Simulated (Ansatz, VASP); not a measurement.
One calculation of GaN, two programs

```
Ga N
1.0
     3.35251    0.00000    0.00000
    -1.67625    2.85791    0.00000
     0.00000    0.00000    4.75588
Ga N
2 2
Direct
  0.33283 0.66567 0.25000
  0.66717 0.33433 0.75000
  0.66831 0.33662 0.25000
  0.33169 0.66338 0.75000
```

Change from the starting cell: uniaxial_x strain +1.6%.

Alike in both runs: task single point; functional r2SCAN; k mesh 12 × 12 × 6; no spin polarisation.

|  | VASP | Ansatz |
| --- | --- | --- |
| version | VASP 6.6.1 | Ansatz 0.2.0 |
| potentials or method | VASP PAW PBE potentials, release 64 (Ga_d, N) | plane waves, PAW |
| plane-wave cutoff (eV) | 520 | 500 |
| occupations | gaussian, width 0.01 eV | fixed |
| valence electrons in the cell | 36 | 36 |

```csv
,VASP,Ansatz,Ansatz less VASP
gap on the k mesh at the Fermi level (eV),1.72,1.71,-0.010
pressure (GPa),-2.8,-3.6,-0.89
"traceless stress, the component that is largest in VASP (GPa)",-2.09,-2.56,-0.470
rms of the force components (eV/Å),0.004,0.000,-0.0035
```

VASP's potentials were made for PBE, not for r2SCAN. Atom by atom the forces differ by 0.004 eV/Å (rms over components).
